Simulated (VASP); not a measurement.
Set up this calculation in VASP 6.6.1, as the native input.

| Property | Result |
| --- | --- |
| Task | density of states |
| Functional | PBE |
| Potentials or basis | VASP PAW PBE potentials, release 64 (Pb_d) |
| Cutoff | 520 eV |
| k mesh | 12 × 12 × 12 |
| Occupations | fermi-dirac, width 0.05 eV |
| Spin | no spin polarisation |
| Dipole correction | no |
| k mesh for the DOS | 18 × 18 × 18 |
| Occupations for the DOS | tetrahedron |
| Further INCAR settings | ALGO = Normal; EDIFF = 1e-06; NBANDS = 13 |

The system is Pb.

```
Pb
1.0
     3.25438    0.00000    0.00000
     0.00000    3.25438    0.00000
     0.00000    0.00000    3.25438
Pb
1
Direct
  0.00000 0.00000 0.00000
```

These files were run (other wordings do the same):

POSCAR

```
Pb
1.0
    3.2543805230      0.0000000000      0.0000000000
    0.0000000000      3.2543805230      0.0000000000
    0.0000000000      0.0000000000      3.2543805230
Pb
1
Direct
    0.0000000000      0.0000000000      0.0000000000
```

INCAR.step1

```
ALGO     = Normal         # electronic algorithm
EDIFF    = 1E-6           # SCF threshold, eV
ENCUT    = 520            # plane-wave cutoff, eV
GGA      = PE             # functional
ISIF     = 2              # what is computed and relaxed
ISMEAR   = -1             # smearing method
LASPH    = T              # aspherical terms in the spheres
LCHARG   = T              # write CHGCAR
LREAL    = F              # projectors in reciprocal space
LWAVE    = F              # write WAVECAR
NBANDS   = 13             # bands
NELM     = 60             # most SCF steps
PREC     = Accurate       # precision mode
SIGMA    = 0.05           # smearing width, eV
```

KPOINTS.step1

```
k-points
0
Gamma
  12 12 12
```

INCAR.step2

```
ALGO     = Normal         # electronic algorithm
EDIFF    = 1E-6           # SCF threshold, eV
ENCUT    = 520            # plane-wave cutoff, eV
GGA      = PE             # functional
ICHARG   = 11             # starting density
ISIF     = 2              # what is computed and relaxed
ISMEAR   = -5             # smearing method
LASPH    = T              # aspherical terms in the spheres
LCHARG   = F              # write CHGCAR
LORBIT   = 10             # projections on sites
LREAL    = F              # projectors in reciprocal space
LWAVE    = F              # write WAVECAR
NBANDS   = 13             # bands
NEDOS    = 1001           # points of the DOS
NELM     = 60             # most SCF steps
PREC     = Accurate       # precision mode
SIGMA    = 0.05           # smearing width, eV
```

KPOINTS.step2

```
k-points
0
Gamma
  18 18 18
```

Potentials or basis: VASP PAW PBE potentials, release 64 (Pb_d).

Command:

```console
$ cat potpaw_PBE.64/Pb_d/POTCAR > POTCAR
$ cp INCAR.step1 INCAR
$ cp KPOINTS.step1 KPOINTS
$ mpirun -np 1 vasp_std > vasp.out
$ cp INCAR.step2 INCAR
$ cp KPOINTS.step2 KPOINTS
$ mpirun -np 1 vasp_std > vasp.out
```

Results of the run:

| Quantity | Value |
| --- | --- |
| Valence electrons inside the program's atomic spheres | Pb 11.96 |

Caveat: spin-orbit coupling is left out, which moves the levels of the heavy elements.

It took 24 s on 1 thread of Intel(R) Xeon(R) 6975P-C (Granite Rapids), on a shared host, peak memory 0.2 GiB.
